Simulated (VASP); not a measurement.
A run of VASP 6.6.1 is set up as follows.

INCAR

```
  ALGO = Normal
  EDIFF = 1E-6
  ENCUT = 520
  GGA = PS
  ISIF = 2
  ISMEAR = 0
  LASPH = T
  LCHARG = F
  LREAL = F
  LWAVE = F
  NBANDS = 12
  NELM = 100
  PREC = Accurate
  SIGMA = 0.15
```

File KPOINTS:

```
k-points
0
Gamma
  20 20 20
```

Contents of POSCAR:

```
Au
1.0
    0.0000000000      2.0455000000      2.2091400000
    2.0455000000      0.0000000000      2.2091400000
    2.0455000000      2.0455000000      0.0000000000
Au
1
Direct
    0.0000000000      0.0000000000      0.0000000000
```

Potentials or basis: VASP PAW PBE potentials, release 64 (Au).

Launch:

```bash
$ cat potpaw_PBE.64/Au/POTCAR > POTCAR
$ mpirun -np 1 vasp_std > vasp.out
```

(1) What does it give for the pressure?

## Answers

(1) -11.3 GPa.

Caveat: the cell differs from its parent crystal (strain +0.000 along x and y, +0.080 along z); the PAW data sets were made with another functional, which shifts forces and pressure a little.
